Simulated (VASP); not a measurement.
Pt, 2 atoms in the cell. Symmetry: P6_3/mmc, No. 194, hexagonal system. Conventional cell: a = 2.761 Å, b = 2.761 Å, c = 4.792 Å, α = 90.00°, β = 90.00°, γ = 120.00°. Within 3.6 Å of Pt (site symmetry -6m2) lie 12 Pt at 2.76 to 2.88 Å. This isn't the form of Pt at room conditions, which is fcc.

* Program: VASP 6.6.1
* Task: relaxation of cell and atoms
* Functional: LDA
* Potentials or basis: VASP PAW LDA potentials, release 64 (Pt_sv_GW)
* Cutoff: 570 eV
* k mesh: 11 × 11 × 6
* Occupations: fermi-dirac, width 0.1 eV
* Spin: no spin polarisation
* Dipole correction: no
* Further INCAR settings: ALGO = Normal; EDIFF = 1e-07; IBRION = 2; EDIFFG = -0.01; NSW = 80; ISIF = 3

Potentials or basis: VASP PAW LDA potentials, release 64 (Pt_sv_GW).

Run with:

```console
$ cat potpaw_LDA.64/Pt_sv_GW/POTCAR > POTCAR
$ mpirun -np 1 vasp_std > vasp.out
```

Hardware: 1 thread of Intel(R) Xeon(R) Platinum 8375C CPU @ 2.90GHz (Ice Lake), on a shared host.

How long does it take, and how much memory?

It took 5.6 min on 1 thread of Intel(R) Xeon(R) Platinum 8375C CPU @ 2.90GHz (Ice Lake) (shared host), peak memory 0.18 GiB. Counts: scf iterations 78, k points 64, ion steps 9.
